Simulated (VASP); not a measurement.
V, 1 atom in the cell. It takes space group Im-3m (No. 229, cubic). Conventional cell: a = 2.926 Å, b = 2.926 Å, c = 2.926 Å, α = 90.00°, β = 90.00°, γ = 90.00°. Within 3.3 Å of V (site symmetry m-3m) lie 14 V at 2.53 to 2.93 Å. 

```yaml
Program: VASP 6.6.1
Task: single point
Functional: LDA
Potentials_or_basis: VASP PAW LDA potentials, release 64 (V_sv)
Cutoff: 520 eV
k_mesh: 28 × 28 × 28
Occupations: gaussian, width 0.1 eV
Spin: no spin polarisation
Dipole_correction: no
Further_INCAR_settings: ALGO = Fast; EDIFF = 1e-06; NBANDS = 12
```

Potentials or basis: VASP PAW LDA potentials, release 64 (V_sv).

Launch:

```sh
$ cat potpaw_LDA.64/V_sv/POTCAR > POTCAR
$ mpirun -np 1 vasp_std > vasp.out
```

Hardware: 1 thread of Intel(R) Xeon(R) Platinum 8559C (Emerald Rapids), with other jobs on the host.

**Question.** How long does it take, and how much memory?

**Answer.** Run time: 52 s on 1 thread of Intel(R) Xeon(R) Platinum 8559C (Emerald Rapids), on a shared host, peak memory 0.19 GiB. Counts: scf iterations 13, k points 624.
